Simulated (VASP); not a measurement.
Here is a VASP 6.6.1 calculation.

Contents of INCAR:

```
PREC = Accurate
ENCUT = 520
EDIFF = 1E-6
ISMEAR = -1
SIGMA = 0.1
LREAL = F
LASPH = T
NELM = 100
ALGO = Normal
ISIF = 2
LWAVE = F
LCHARG = T
GGA = B5
ALDAX = 1.0
AGGAX = 1.0
AGGAC = 1.0
ALDAC = 0.0
LELF = T
LVHAR = T
NBANDS = 12
```

File KPOINTS:

```
Automatic mesh
0
Gamma
  13 13 13
```

The input POSCAR:

```
Zr
1.0
    0.0000000000      2.2272722247      2.2272722247
    2.2272722247      0.0000000000      2.2272722247
    2.2272722247      2.2272722247      0.0000000000
Zr
1
Direct
    0.0000000000      0.0000000000      0.0000000000
```

Potentials or basis: VASP PAW PBE potentials, release 64 (Zr_sv).

Launch:

```sh
$ cat potpaw_PBE.64/Zr_sv/POTCAR > POTCAR
$ mpirun -np 1 vasp_std > vasp.out
```

(1) What does it give for the band gap on the k mesh?

(2) Predict the pressure.

## Answers

(1) zero (band 6 reaches 10.92 eV, above the bottom of band 7 at 9.41 eV).

(2) 8.5 GPa.

Caveat: the PAW data sets were made with another functional, which shifts forces and pressure a little.
